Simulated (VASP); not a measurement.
# Sc2Cd (P6/mmm) in VASP: single point with PBE

Aim: the single point of Sc2Cd with PBE.

All numbers are computed with VASP 6.6.1; they aren't measurements. Logs are shortened: lines on timing, memory, paths and dates and some standing lists are left out, and cuts for length are marked.

## 1. The cell of the first run

Symmetry: P6/mmm, No. 191, hexagonal system. The conventional cell has a = 5.077 Å, b = 5.077 Å, c = 2.982 Å, α = 90.00°, β = 90.00°, γ = 120.00°. Within 3.9 Å of Sc (site symmetry -6m2) lie 5 Sc at 2.93 to 2.98 Å and 6 Cd at 3.29 Å. Cd (site symmetry 6/mmm) has 2 Cd at 2.98 Å and 12 Sc at 3.29 Å within 3.9 Å.

## 2. Single point, PBE

File INCAR:

```
SYSTEM = Sc2Cd
ALGO = Fast
EDIFF = 1E-6
ENCUT = 520
GGA = PE
ISIF = 2
ISMEAR = 0
LASPH = .True.
LCHARG = .False.
LREAL = .False.
LWAVE = .False.
NBANDS = 24
NELM = 80
PREC = Accurate
SIGMA = 0.1
```

File KPOINTS:

```
k-points
0
Gamma
  12 12 16
  0 0 0
```

File POSCAR:

```
Sc2Cd
1.0
    5.0771859107      0.0000000000      0.0000000000
   -2.5385929554      4.3969719784      0.0000000000
    0.0000000000      0.0000000000      2.9815655155
Sc Cd
2 1
Direct
    0.3333333333      0.6666666667      0.5000000000
    0.6666666667      0.3333333333      0.5000000000
    0.0000000000      0.0000000000      0.0000000000
```

Potentials or basis: VASP PAW PBE potentials, release 64 (Sc_sv, Cd).

The run is started by

```sh
$ cat potpaw_PBE.64/Sc_sv/POTCAR potpaw_PBE.64/Cd/POTCAR > POTCAR
$ mpirun -np 1 vasp_std > vasp.out
```

OUTCAR:

```text
SYSTEM = Sc2Cd
   EDIFF = 1E-6
   ENCUT = 520
   GGA = PE
   ISIF = 2
   ISMEAR = 0
   LASPH = .True.
   LREAL = .False.
   NELM = 80
   PREC = Accurate

 ion  position               nearest neighbor table
   1  0.333  0.667  0.500-   2 2.93   2 2.93   2 2.93   3 3.29   3 3.29   3 3.29   3 3.29   3 3.29
                             3 3.29
   2  0.667  0.333  0.500-   1 2.93   1 2.93   1 2.93   3 3.29   3 3.29   3 3.29   3 3.29   3 3.29
                             3 3.29
   3  0.000  0.000  0.000-   1 3.29   2 3.29   1 3.29   2 3.29   2 3.29   2 3.29   1 3.29   1 3.29
                             2 3.29   2 3.29   1 3.29   1 3.29

  LATTYP: Found a hexagonal cell.
 ALAT       =     5.0771859107
 C/A-ratio  =     0.5872476541

  Lattice vectors:

 A1 = (   5.0771859107,   0.0000000000,   0.0000000000)
 A2 = (  -2.5385929554,   4.3969719784,   0.0000000000)
 A3 = (   0.0000000000,   0.0000000000,   2.9815655155)

Analysis of symmetry for initial positions (statically):
=====================================================================
 Subroutine PRICEL returns:
 Original cell was already a primitive cell.

 Routine SETGRP: Setting up the symmetry group for a
 hexagonal supercell.

 Subroutine GETGRP returns: Found 24 space group operations
 (whereof 24 operations were pure point group operations)
 out of a pool of 24 trial point group operations.

The static configuration has the point symmetry D_6h.

Analysis of symmetry for dynamics (positions and initial velocities):
=====================================================================
 Subroutine PRICEL returns:
 Original cell was already a primitive cell.

 Routine SETGRP: Setting up the symmetry group for a
 hexagonal supercell.

 Subroutine GETGRP returns: Found 24 space group operations
 (whereof 24 operations were pure point group operations)
 out of a pool of 24 trial point group operations.

The dynamic configuration has the point symmetry D_6h.

 Subroutine INISYM returns: Found 24 space group operations
 (whereof 24 operations are pure point group operations),
 and found     1 'primitive' translations

----------------------------------------------------------------------------------------

                                     Primitive cell

  volume of cell :      66.5612

  direct lattice vectors                    reciprocal lattice vectors
     5.077185911  0.000000000  0.000000000     0.196959500  0.113714621  0.000000000
    -2.538592955  4.396971978  0.000000000     0.000000000  0.227429241  0.000000000
     0.000000000  0.000000000  2.981565515     0.000000000  0.000000000  0.335394274

  length of vectors
     5.077185911  5.077185911  2.981565515     0.227429241  0.227429241  0.335394274

  position of ions in fractional coordinates (direct lattice)
     0.333333333  0.666666667  0.500000000
     0.666666667  0.333333333  0.500000000
     0.000000000  0.000000000  0.000000000

  ion indices of the primitive-cell ions
   primitive index   ion index
                 1           1
                 2           2
                 3           3

----------------------------------------------------------------------------------------

 KPOINTS: k-points

Automatic generation of k-mesh.
 Grid dimensions read from file:
 generate k-points for:   12   12   16

 Generating k-lattice:

  Cartesian coordinates                     Fractional coordinates (reciprocal lattice)
     0.016413292  0.009476218  0.000000000     0.083333333 -0.000000000  0.000000000
     0.000000000  0.018952437  0.000000000     0.000000000  0.083333333  0.000000000
     0.000000000  0.000000000  0.020962142     0.000000000  0.000000000  0.062500000

  Length of vectors
     0.018952437  0.018952437  0.020962142

  Shift w.r.t. Gamma in fractional coordinates (k-lattice)
     0.000000000  0.000000000  0.000000000

 Subroutine IBZKPT returns following result:
 ===========================================

 Found    171 irreducible k-points:

 Following reciprocal coordinates:
            Coordinates               Weight
  0.000000  0.000000  0.000000      1.000000
  0.083333  0.000000  0.000000      6.000000
  0.166667  0.000000  0.000000      6.000000
  0.250000  0.000000  0.000000      6.000000
  0.333333 -0.000000  0.000000      6.000000
  0.416667 -0.000000  0.000000      6.000000
[... 16 lines left out ...]
  0.250000  0.000000  0.062500     12.000000
  0.333333 -0.000000  0.062500     12.000000
 [... further k-points ...]
   k-points           NKPTS =    171   k-points in BZ     NKDIM =    171   number of bands    NBANDS=     24
   number of dos      NEDOS =    301   number of ions     NIONS =      3
   total plane-waves  NPLWV =  38400
   dimension x,y,z NGX =    40 NGY =   40 NGZ =   24
   dimension x,y,z NGXF=    80 NGYF=   80 NGZF=   48
   ions per type =               2   1
   NGX,Y,Z   is equivalent  to a cutoff of  13.10, 13.10, 13.38 a.u.
   NGXF,Y,Z  is equivalent  to a cutoff of  26.19, 26.19, 26.76 a.u.
 SYSTEM =  Sc2Cd
   PREC   = accura    normal or accurate (medium, high low for compatibility)
   ISTART =      0    job   : 0-new  1-cont  2-samecut
   ICHARG =      2    charge: 1-file 2-atom 10-const
   ISPIN  =      1    spin polarized calculation?
   LNONCOLLINEAR =      F non collinear calculations
   LSORBIT =      F    spin-orbit coupling
   LASPH  =      T    aspherical Exc in radial PAW
   ENCUT  =  520.0 eV  38.22 Ry    6.18 a.u.   9.44  9.44  5.54*2*pi/ulx,y,z
   NELM   =     80;   NELMIN=  2; NELMDL= -5     # of ELM steps
   EDIFF  = 0.1E-05   stopping-criterion for ELM
   LREAL  =      F    real-space projection
   EDIFFG = 0.1E-04   stopping-criterion for IOM
   NSW    =      0    number of steps for IOM
   IBRION =     -1    ionic relax: 0-MD 1-quasi-New 2-CG
   NFREE  =      0    steps in history (QN), initial steepest desc. (CG)
   ISIF   =      2    stress and relaxation
   ISYM   =      2    0-nonsym 1-usesym 2-fastsym
   POTIM  = 0.5000    time-step for ionic-motion
   TEBEG  =    0.0;   TEEND  =   0.0 temperature during run
   PSTRESS=    0.0 pullay stress
   NELECT =      34.0000    total number of electrons
   NUPDOWN=      -1.0000    fix difference up-down
   EMIN   =  10.00;   EMAX   =-10.00  energy-range for DOS
   EFERMI =   0.00;   METHOD = LEGACY
   ISMEAR =     0;   SIGMA  =   0.10  broadening in eV -4-tet -1-fermi 0-gaus
   EFERMI_NEDOS =   21; number of points for ismear=-14 and -15
   IALGO  =     68    algorithm
   IMIX   =      4    mixing-type and parameters
     AMIX     =   0.40;   BMIX     =  1.00
     AMIX_MAG =   1.60;   BMIX_MAG =  1.00
  volume/ion in A,a.u.               =      22.19       149.73
  Fermi-wavevector in a.u.,A,eV,Ry     =   1.308662  2.473012 23.301280  1.712596
  Thomas-Fermi vector in A             =   2.439313
   LORBIT       =      0    0 simple, 1 ext, 2 COOP (PROOUT), +10 PAW based schemes
   GGA     = PE    functional components
   LHFCALC =     F    Hartree Fock is set to
   AEXX    =    0.0000 exact exchange contribution
   IVDW    =     0    specifies the selected vdW correction
   LEPSILON=     F    determine dielectric tensor
   LRPA    =     F    only Hartree local field effects (RPA)
 non-spin polarized calculation
 RMM-DIIS sequential band-by-band and
 Gauss-broadening in eV      SIGMA  =   0.10
  energy-cutoff  :      520.00
  volume of cell :       66.56
 maximum number of plane-waves:      1812
 NGX is ok and might be reduce to    40
   NGX = 19   NGY = 19   NGZ = 11

 number of electron      34.0000006 magnetization

 Free energy of the ion-electron system (eV)
  ---------------------------------------------------
  ext. energy  EPLUGINS =         0.00000000
  ---------------------------------------------------
  free energy    TOTEN  =       -13.22898710 eV

  energy without entropy =      -13.20980796  energy(sigma->0) =      -13.21939753

 E-fermi :   3.8278     XC(G=0): -10.5023

 val. band max:        3.8247788358   @ k =   0.4167  -0.0000   0.0000
 cond. band min:       3.8345287922   @ k =   0.0833   0.0000   0.0000
 fundamental gap:      0.0097499564
 Fermi energy:         3.8278066010

 k-point     1 :       0.0000    0.0000    0.0000
  band No.  band energies     occupation
      1     -45.8807      2.00000
      2     -45.7746      2.00000
      3     -24.6940      2.00000
      4     -24.6940      2.00000
      5     -24.3241      2.00000
      6     -24.3241      2.00000
[... 16 lines left out ...]
     23       7.0131      0.00000
     24       7.3377      0.00000

 k-point     2 :       0.0833    0.0000    0.0000
  band No.  band energies     occupation
      1     -45.8791      2.00000
      2     -45.7763      2.00000
      3     -24.6964      2.00000
      4     -24.6895      2.00000
      5     -24.3289      2.00000
      6     -24.3216      2.00000
[... 16 lines left out ...]
     23       7.2222      0.00000
     24       7.3197      0.00000

 k-point     3 :       0.1667    0.0000    0.0000
  band No.  band energies     occupation
      1     -45.8745      2.00000
      2     -45.7809      2.00000
      3     -24.7027      2.00000
      4     -24.6766      2.00000
      5     -24.3427      2.00000
      6     -24.3149      2.00000
[... 16 lines left out ...]
     23       7.6108      0.00000
     24       7.7580      0.00000

 k-point     4 :       0.2500    0.0000    0.0000
  band No.  band energies     occupation
      1     -45.8673      2.00000
      2     -45.7882      2.00000
      3     -24.7111      2.00000
      4     -24.6572      2.00000
      5     -24.3633      2.00000
      6     -24.3061      2.00000
[... 16 lines left out ...]
     23       7.2598      0.00000
     24       7.2920      0.00000

 k-point     5 :       0.3333   -0.0000    0.0000
  band No.  band energies     occupation
      1     -45.8584      2.00000
      2     -45.7972      2.00000
      3     -24.7191      2.00000
      4     -24.6349      2.00000
      5     -24.3868      2.00000
      6     -24.2977      2.00000
[... 451 lines left out ...]
 k-point    22 :       0.1667    0.0000    0.0625
  band No.  band energies     occupation
      1     -45.8723      2.00000
      2     -45.7789      2.00000
      3     -24.7003      2.00000
      4     -24.6742      2.00000
      5     -24.3409      2.00000
      6     -24.3131      2.00000
[... 16 lines left out ...]
     23       7.1666      0.00000
     24       7.7798      0.00000

 k-point    23 :       0.2500    0.0000    0.0625
  band No.  band energies     occupation
      1     -45.8651      2.00000
      2     -45.7861      2.00000
      3     -24.7087      2.00000
      4     -24.6549      2.00000
      5     -24.3615      2.00000
      6     -24.3044      2.00000
[... 16 lines left out ...]
     23       7.0818      0.00000
     24       7.4094      0.00000

 k-point    24 :       0.3333   -0.0000    0.0625
  band No.  band energies     occupation
      1     -45.8562      2.00000
      2     -45.7951      2.00000
      3     -24.7166      2.00000
      4     -24.6325      2.00000
      5     -24.3849      2.00000
      6     -24.2959      2.00000
[... 16 lines left out ...]
     23       6.9880      0.00000
     24       7.0613      0.00000

 [... further k-points ...]
[... 5 lines left out ...]
  --------------------------------------------------------------------------------------
  -------------------------------------------------------------------------------------
  Total        0.0604905      0.0604905      0.0658055     -0.0000000      0.0000000      0.0000000
  in kB        1.4560505      1.4560505      1.5839873     -0.0000000      0.0000000      0.0000000
  external PRESSURE =       1.4986961 kB  Pullay stress =       0.0000000 kB

 VOLUME and BASIS-vectors are now :
 -----------------------------------------------------------------------------
  energy-cutoff  :      520.00
  volume of cell :       66.56
      direct lattice vectors                 reciprocal lattice vectors
     5.077185911  0.000000000  0.000000000     0.196959500  0.113714621  0.000000000
    -2.538592955  4.396971978  0.000000000     0.000000000  0.227429241  0.000000000
     0.000000000  0.000000000  2.981565515     0.000000000  0.000000000  0.335394274

 POSITION                                       TOTAL-FORCE (eV/Angst)
 -----------------------------------------------------------------------------------
     -0.00000      2.93131      1.49078        -0.000000      0.000000      0.000000
      2.53859      1.46566      1.49078         0.000000     -0.000000     -0.000000
      0.00000      0.00000      0.00000        -0.000000      0.000000     -0.000000
 -----------------------------------------------------------------------------------
    total drift:                                0.000000      0.000000      0.000000

  FREE ENERGIE OF THE ION-ELECTRON SYSTEM (eV)
  ---------------------------------------------------
  free  energy   TOTEN  =       -13.2289870986 eV

  energy  without entropy=      -13.2098079576  energy(sigma->0) =      -13.21939753
```

It took 2.3 min on 1 thread of Intel Xeon 6975P-C (Granite Rapids), shared host; peak memory 0.38 GiB.

Results:

* Free energy: -13.2290 eV
* Pressure: 0.1 GPa
* Band gap on the k mesh: zero (bands 17 and 18 overlap by 0.42 eV)

Levels at points of the mesh, in eV from the Fermi level:
```
           k point  band 13  band 14  band 15  band 16  band 17  band 18  band 19  band 20  band 21  band 22
(0.00, 0.00, 0.00)    -8.00    -6.71    -1.16    -1.16    -0.54     0.11     0.49     0.49     2.50     2.50
(0.50, 0.00, 0.00)    -7.99    -5.23    -3.81    -1.06    -0.60     0.06     0.13     0.33     2.41     2.56
(0.00, 0.00, 0.50)    -7.84    -2.59    -1.92    -0.44    -0.44     0.80     0.80     1.53     1.53     1.55
(0.50, 0.00, 0.50)    -7.83    -2.24    -1.45    -1.20    -0.81     0.37     0.61     0.85     2.07     3.02
```
